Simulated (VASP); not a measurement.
# Te2Mo in VASP: a series of runs

Te2Mo is run at these levels: PBEsol, LDA; tasks: single point.

Everything below comes from runs of VASP 6.6.1. Logs are shortened: lines on timing, memory, paths and dates and some standing lists are left out, and cuts for length are marked.

### 1 The cell of the first run

The cell holds a slab with vacuum, 6 atoms: a = 3.488 Å, b = 3.488 Å, c = 24.305 Å, α = 90.00°, β = 90.00°, γ = 120.00°.

### 2 Single point, PBEsol (volume scaled by 0.94)

File INCAR:

```
SYSTEM = Te2Mo
PREC = Accurate
ENCUT = 520
EDIFF = 1E-7
ISMEAR = -1
SIGMA = 0.05
LREAL = .FALSE.
LASPH = .TRUE.
NELM = 80
ALGO = Normal
ISIF = 2
LWAVE = .FALSE.
LCHARG = .FALSE.
GGA = PS
NBANDS = 35
```

File KPOINTS:

```
regular mesh
0
G
  9 9 2
  0 0 0
```

File POSCAR:

```
Te2Mo
1.0
    3.4877102878      0.0000000000      0.0000000000
   -1.7438551439      3.0204457102      0.0000000000
    0.0000000000      0.0000000000     24.3047679867
Te Mo
4 2
Direct
    0.3333333333      0.6666666667      0.2236394800
    0.6666666667      0.3333333333      0.9206288600
    0.6666666667      0.3333333333      0.7763605200
    0.3333333333      0.6666666667      0.0793711400
    0.6666666667      0.3333333333      0.1515414900
    0.3333333333      0.6666666667      0.8484585100
```

Potentials or basis: VASP PAW PBE potentials, release 64 (Te, Mo_sv).

On the command line:

```
$ cat potpaw_PBE.64/Te/POTCAR potpaw_PBE.64/Mo_sv/POTCAR > POTCAR
$ mpirun -np 1 vasp_std > vasp.out
```

OUTCAR:

```text
SYSTEM = Te2Mo
   PREC = Accurate
   ENCUT = 520
   EDIFF = 1E-7
   ISMEAR = -1
   LREAL = .FALSE.
   LASPH = .TRUE.
   NELM = 80
   ISIF = 2
   GGA = PS

 ion  position               nearest neighbor table
   1  0.333  0.667  0.224-   5 2.67   5 2.67   5 2.67   4 3.51
   2  0.667  0.333  0.921-   6 2.67   6 2.67   6 2.67   3 3.51
   3  0.667  0.333  0.776-   6 2.67   6 2.67   6 2.67   2 3.51
   4  0.333  0.667  0.079-   5 2.67   5 2.67   5 2.67   1 3.51
   5  0.667  0.333  0.152-   1 2.67   1 2.67   1 2.67   4 2.67   4 2.67   4 2.67
   6  0.333  0.667  0.848-   3 2.67   3 2.67   3 2.67   2 2.67   2 2.67   2 2.67

  LATTYP: Found a hexagonal cell.
 ALAT       =     3.4877102878
 C/A-ratio  =     6.9686889051

  Lattice vectors:

 A1 = (   3.4877102878,   0.0000000000,   0.0000000000)
 A2 = (  -1.7438551439,   3.0204457102,   0.0000000000)
 A3 = (   0.0000000000,   0.0000000000,  24.3047679867)

Analysis of symmetry for initial positions (statically):
=====================================================================
 Subroutine PRICEL returns:
 Original cell was already a primitive cell.

 Routine SETGRP: Setting up the symmetry group for a
 hexagonal supercell.

 Subroutine GETGRP returns: Found 12 space group operations
 (whereof 12 operations were pure point group operations)
 out of a pool of 24 trial point group operations.

The static configuration has the point symmetry D_3d.

Analysis of symmetry for dynamics (positions and initial velocities):
=====================================================================
 Subroutine PRICEL returns:
 Original cell was already a primitive cell.

 Routine SETGRP: Setting up the symmetry group for a
 hexagonal supercell.

 Subroutine GETGRP returns: Found 12 space group operations
 (whereof 12 operations were pure point group operations)
 out of a pool of 24 trial point group operations.

The dynamic configuration has the point symmetry D_3d.

 Subroutine INISYM returns: Found 12 space group operations
 (whereof 12 operations are pure point group operations),
 and found     1 'primitive' translations

----------------------------------------------------------------------------------------

                                     Primitive cell

  volume of cell :     256.0371

  direct lattice vectors                    reciprocal lattice vectors
     3.487710288  0.000000000  0.000000000     0.286721063  0.165538483  0.000000000
    -1.743855144  3.020445710  0.000000000     0.000000000  0.331076965  0.000000000
     0.000000000  0.000000000 24.304767987     0.000000000  0.000000000  0.041144190

  length of vectors
     3.487710288  3.487710288 24.304767987     0.331076965  0.331076965  0.041144190

  position of ions in fractional coordinates (direct lattice)
     0.333333333  0.666666667  0.223639480
     0.666666667  0.333333333  0.920628860
     0.666666667  0.333333333  0.776360520
     0.333333333  0.666666667  0.079371140
     0.666666667  0.333333333  0.151541490
     0.333333333  0.666666667  0.848458510

  ion indices of the primitive-cell ions
   primitive index   ion index
                 1           1
                 2           2
                 3           3
                 4           4
                 5           5
                 6           6

----------------------------------------------------------------------------------------

 KPOINTS: regular mesh

Automatic generation of k-mesh.
 Grid dimensions read from file:
 generate k-points for:    9    9    2

 Generating k-lattice:

  Cartesian coordinates                     Fractional coordinates (reciprocal lattice)
     0.031857896  0.018393165  0.000000000     0.111111111  0.000000000  0.000000000
     0.000000000  0.036786329  0.000000000     0.000000000  0.111111111  0.000000000
     0.000000000  0.000000000  0.020572095     0.000000000  0.000000000  0.500000000

  Length of vectors
     0.036786329  0.036786329  0.020572095

  Shift w.r.t. Gamma in fractional coordinates (k-lattice)
     0.000000000  0.000000000  0.000000000

 Subroutine IBZKPT returns following result:
 ===========================================

 Found     24 irreducible k-points:

 Following reciprocal coordinates:
            Coordinates               Weight
  0.000000  0.000000  0.000000      1.000000
  0.111111  0.000000  0.000000      6.000000
  0.222222 -0.000000  0.000000      6.000000
  0.333333  0.000000  0.000000      6.000000
  0.444444 -0.000000  0.000000      6.000000
  0.111111  0.111111  0.000000      6.000000
[... 16 lines left out ...]
  0.333333  0.222222  0.500000     12.000000
  0.333333  0.333333  0.500000      2.000000
   k-points           NKPTS =     24   k-points in BZ     NKDIM =     24   number of bands    NBANDS=     35
   number of dos      NEDOS =    301   number of ions     NIONS =      6
   total plane-waves  NPLWV = 150528
   dimension x,y,z NGX =    28 NGY =   28 NGZ =  192
   dimension x,y,z NGXF=    56 NGYF=   56 NGZF=  384
   ions per type =               4   2
   NGX,Y,Z   is equivalent  to a cutoff of  13.35, 13.35, 13.13 a.u.
   NGXF,Y,Z  is equivalent  to a cutoff of  26.69, 26.69, 26.27 a.u.
 SYSTEM =  Te2Mo
   PREC   = accura    normal or accurate (medium, high low for compatibility)
   ISTART =      0    job   : 0-new  1-cont  2-samecut
   ICHARG =      2    charge: 1-file 2-atom 10-const
   ISPIN  =      1    spin polarized calculation?
   LNONCOLLINEAR =      F non collinear calculations
   LSORBIT =      F    spin-orbit coupling
   LASPH  =      T    aspherical Exc in radial PAW
   ENCUT  =  520.0 eV  38.22 Ry    6.18 a.u.   6.48  6.48 45.19*2*pi/ulx,y,z
   NELM   =     80;   NELMIN=  2; NELMDL= -5     # of ELM steps
   EDIFF  = 0.1E-06   stopping-criterion for ELM
   LREAL  =      F    real-space projection
   EDIFFG = 0.1E-05   stopping-criterion for IOM
   NSW    =      0    number of steps for IOM
   IBRION =     -1    ionic relax: 0-MD 1-quasi-New 2-CG
   NFREE  =      0    steps in history (QN), initial steepest desc. (CG)
   ISIF   =      2    stress and relaxation
   ISYM   =      2    0-nonsym 1-usesym 2-fastsym
   POTIM  = 0.5000    time-step for ionic-motion
   TEBEG  =    0.0;   TEEND  =   0.0 temperature during run
   PSTRESS=    0.0 pullay stress
   NELECT =      52.0000    total number of electrons
   NUPDOWN=      -1.0000    fix difference up-down
   EMIN   =  10.00;   EMAX   =-10.00  energy-range for DOS
   EFERMI =   0.00;   METHOD = LEGACY
   ISMEAR =    -1;   SIGMA  =   0.05  broadening in eV -4-tet -1-fermi 0-gaus
   EFERMI_NEDOS =   21; number of points for ismear=-14 and -15
   IALGO  =     38    algorithm
   IMIX   =      4    mixing-type and parameters
     AMIX     =   0.40;   BMIX     =  1.00
     AMIX_MAG =   1.60;   BMIX_MAG =  1.00
  volume/ion in A,a.u.               =      42.67       287.97
  Fermi-wavevector in a.u.,A,eV,Ry     =   0.962295  1.818474 12.599158  0.926012
  Thomas-Fermi vector in A             =   2.091742
   LORBIT       =      0    0 simple, 1 ext, 2 COOP (PROOUT), +10 PAW based schemes
   GGA     = PS    functional components
   LHFCALC =     F    Hartree Fock is set to
   AEXX    =    0.0000 exact exchange contribution
   IVDW    =     0    specifies the selected vdW correction
   LEPSILON=     F    determine dielectric tensor
   LRPA    =     F    only Hartree local field effects (RPA)
 non-spin polarized calculation
  energy-cutoff  :      520.00
  volume of cell :      256.04
 maximum number of plane-waves:      6967
 NGX is ok and might be reduce to    28
   NGX = 13   NGY = 13   NGZ = 91

 number of electron      51.9999999 magnetization

 Free energy of the ion-electron system (eV)
  ---------------------------------------------------
  ext. energy  EPLUGINS =         0.00000000
  ---------------------------------------------------
  free energy    TOTEN  =       -39.20396386 eV

  energy without entropy =      -39.20396205  energy(sigma->0) =      -39.20396296

 E-fermi :   3.0354     XC(G=0):  -6.5735

 val. band max:        2.4814205044   @ k =   0.3333   0.3333   0.5000
 cond. band min:       3.5993056361   @ k =   0.3333   0.3333   0.0000
 fundamental gap:      1.1178851316
 Fermi energy:         3.0354076520

 k-point     1 :       0.0000    0.0000    0.0000
  band No.  band energies     occupation
      1     -57.9923      2.00000
      2     -57.9923      2.00000
      3     -32.2196      2.00000
      4     -32.2196      2.00000
      5     -32.0785      2.00000
      6     -32.0785      2.00000
[... 27 lines left out ...]
     34       6.2377      0.00000
     35       6.9194      0.00000

 k-point     2 :       0.1111    0.0000    0.0000
  band No.  band energies     occupation
      1     -57.9909      2.00000
      2     -57.9909      2.00000
      3     -32.2154      2.00000
      4     -32.2154      2.00000
      5     -32.0965      2.00000
      6     -32.0965      2.00000
[... 27 lines left out ...]
     34       6.0262      0.00000
     35       7.1604      0.00000

 k-point     3 :       0.2222   -0.0000    0.0000
  band No.  band energies     occupation
      1     -57.9875      2.00000
      2     -57.9875      2.00000
      3     -32.2049      2.00000
      4     -32.2049      2.00000
      5     -32.1416      2.00000
      6     -32.1416      2.00000
[... 27 lines left out ...]
     34       6.3292      0.00000
     35       7.7077      0.00000
[... 723 lines left out ...]
 k-point    23 :       0.3333    0.2222    0.5000
  band No.  band energies     occupation
      1     -57.9798      2.00000
      2     -57.9798      2.00000
      3     -32.2079      2.00000
      4     -32.2079      2.00000
      5     -32.1816      2.00000
      6     -32.1816      2.00000
[... 27 lines left out ...]
     34       6.7885      0.00000
     35       7.4341      0.00000

 k-point    24 :       0.3333    0.3333    0.5000
  band No.  band energies     occupation
      1     -57.9791      2.00000
      2     -57.9791      2.00000
      3     -32.1947      2.00000
      4     -32.1947      2.00000
      5     -32.1795      2.00000
      6     -32.1795      2.00000
[... 27 lines left out ...]
     34       6.8329      0.00000
     35       7.3808      0.00000

------------------------ aborting loop because EDIFF is reached ----------------------------------------

  FORCE on cell =-STRESS in cart. coord.  units (eV):
  Direction    XX          YY          ZZ          XY          YZ          ZX
  --------------------------------------------------------------------------------------
  -------------------------------------------------------------------------------------
  Total        2.3952009      2.3952009      5.4864415      0.0000000      0.0000000      0.0000000
  in kB       14.9882045     14.9882045     34.3319460      0.0000000      0.0000000      0.0000000
  external PRESSURE =      21.4361183 kB  Pullay stress =       0.0000000 kB

 VOLUME and BASIS-vectors are now :
 -----------------------------------------------------------------------------
  energy-cutoff  :      520.00
  volume of cell :      256.04
      direct lattice vectors                 reciprocal lattice vectors
     3.487710288  0.000000000  0.000000000     0.286721063  0.165538483  0.000000000
    -1.743855144  3.020445710  0.000000000     0.000000000  0.331076965  0.000000000
     0.000000000  0.000000000 24.304767987     0.000000000  0.000000000  0.041144190

 POSITION                                       TOTAL-FORCE (eV/Angst)
 -----------------------------------------------------------------------------------
     -0.00000      2.01363      5.43551        -0.000000     -0.000000      0.823912
      1.74386      1.00682     22.37567        -0.000000     -0.000000      0.880859
      1.74386      1.00682     18.86926        -0.000000      0.000000     -0.823912
     -0.00000      2.01363      1.92910        -0.000000      0.000000     -0.880859
      1.74386      1.00682      3.68318        -0.000000      0.000000     -0.006436
     -0.00000      2.01363     20.62159         0.000000     -0.000000      0.006436
 -----------------------------------------------------------------------------------
    total drift:                                0.000000      0.000000      0.000000

  FREE ENERGIE OF THE ION-ELECTRON SYSTEM (eV)
  ---------------------------------------------------
  free  energy   TOTEN  =       -39.2039638581 eV

  energy  without entropy=      -39.2039620540  energy(sigma->0) =      -39.20396296
```

Run time: 5.5 min. Hardware: 1 thread of Intel Xeon 6975P-C (Granite Rapids), shared host; peak memory 0.46 GiB.

What came out:

* Free energy: -39.2040 eV
* Largest force: 0.881 eV/Å
* Band gap on the k mesh: 1.12 eV, direct

Forces in eV/Å, atoms in the order of the input:
```
Te   0.000  0.000  0.824
Te   0.000  0.000  0.881
Te   0.000  0.000 -0.824
Te   0.000  0.000 -0.881
Mo   0.000  0.000 -0.006
Mo   0.000  0.000  0.006
```

Caveat: the PAW data sets were made with another functional, which shifts forces and pressure a little; spin-orbit coupling is left out, which moves the levels of the heavy elements.

### 3 Single point, LDA (volume scaled by 0.96)

File INCAR:

```
PREC = Accurate
ENCUT = 520
EDIFF = 1E-7
ISMEAR = -1
SIGMA = 0.05
LREAL = False
LASPH = True
NELM = 80
ALGO = Normal
ISIF = 2
LWAVE = False
LCHARG = False
NBANDS = 35
```

File KPOINTS:

```
regular mesh
0
Gamma
  9 9 2
```

Changes to POSCAR since step 2:

```diff
@@ -2,5 +2,5 @@
 1.0
-    3.4877102878      0.0000000000      0.0000000000
-   -1.7438551439      3.0204457102      0.0000000000
-    0.0000000000      0.0000000000     24.3047679867
+    3.5122724371      0.0000000000      0.0000000000
+   -1.7561362185      3.0417171555      0.0000000000
+    0.0000000000      0.0000000000     24.4759339641
 Te Mo
```

Potentials or basis: VASP PAW LDA potentials, release 64 (Te, Mo_sv).

On the command line:

```
$ cat potpaw_LDA.64/Te/POTCAR potpaw_LDA.64/Mo_sv/POTCAR > POTCAR
$ mpirun -np 1 vasp_std > vasp.out
```

Wall time 3.7 min (1 thread of Intel Xeon 6975P-C (Granite Rapids), shared host); peak memory 0.41 GiB.

The run converged. Its results:

* Free energy: -41.0279 eV
* Largest force: 0.342 eV/Å
* Band gap on the k mesh: 1.08 eV, direct

Forces on the atoms (eV/Å):
```
Te   0.000  0.000  0.242
Te   0.000  0.000  0.342
Te   0.000  0.000 -0.242
Te   0.000  0.000 -0.342
Mo   0.000  0.000 -0.007
Mo   0.000  0.000  0.007
```

Levels at points of the mesh, in eV from the valence-band top:
```csv
k point,band 24,band 25,band 26,band 27,band 28,band 29
"(0.00, 0.00, 0.00)",-0.93,-0.55,-0.08,3.22,3.22,3.25
"(0.00, 0.00, 0.50)",-0.93,-0.55,-0.08,3.22,3.22,3.25
```

Caveat: spin-orbit coupling is left out, which moves the levels of the heavy elements.

(Continued in part 2 of 2.)
